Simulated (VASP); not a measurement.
A run of VASP 6.6.1 is set up as follows.

Contents of INCAR:

```
ALGO     = Normal         # electronic algorithm
EDIFF    = 1E-6           # SCF threshold, eV
ENCUT    = 520            # plane-wave cutoff, eV
GGA      = PE             # functional
ISIF     = 2              # what is computed and relaxed
ISMEAR   = 0              # smearing method
LASPH    = T              # aspherical terms in the spheres
LCHARG   = F              # write CHGCAR
LREAL    = F              # projectors in reciprocal space
LWAVE    = F              # write WAVECAR
NBANDS   = 41             # bands
NELM     = 100            # most SCF steps
PREC     = Accurate       # precision mode
SIGMA    = 0.1            # smearing width, eV
```

KPOINTS

```
k-points
0
Gamma
  4 4 2
```

POSCAR

```
LaWI
1.0
    3.6856532462      0.0000000000      0.0000000000
    0.0000000000      3.7835329074      0.0000000000
    0.0000000000      0.0000000000     14.0430621118
La W I
2 2 2
Direct
    0.5000000000      0.0000000000      0.6924607116
    0.0000000000      0.5000000000      0.3075392884
    0.5000000000      0.0000000000      0.4818497091
    0.0000000000      0.5000000000      0.5181502909
    0.0000000000      0.0000000000      0.1314469619
    0.5000000000      0.5000000000      0.8685530381
```

Potentials or basis: VASP PAW PBE potentials, release 64 (La, W_sv, I).

The run is started by

```console
$ cat potpaw_PBE.64/La/POTCAR potpaw_PBE.64/W_sv/POTCAR potpaw_PBE.64/I/POTCAR > POTCAR
$ mpirun -np 1 vasp_std > vasp.out
```

Question: What does it give for the band gap on the k mesh?

Answer: Zero (bands 32 and 33 overlap by 0.60 eV).

Question: What does it give for the pressure?

Answer: 0.1 GPa.

Question: Predict the largest force.

Answer: 0.043 eV/Å.

Forces on the atoms (eV/Å):
```
La   0.000  0.000  0.008
La   0.000  0.000 -0.008
W    0.000  0.000 -0.043
W    0.000  0.000  0.043
I    0.000  0.000  0.012
I    0.000  0.000 -0.012
```

Caveat: the k points lie up to 0.43 Å⁻¹ apart, too coarse for converged energies and pressures of a metal; spin-orbit coupling is left out, which moves the levels of the heavy elements.
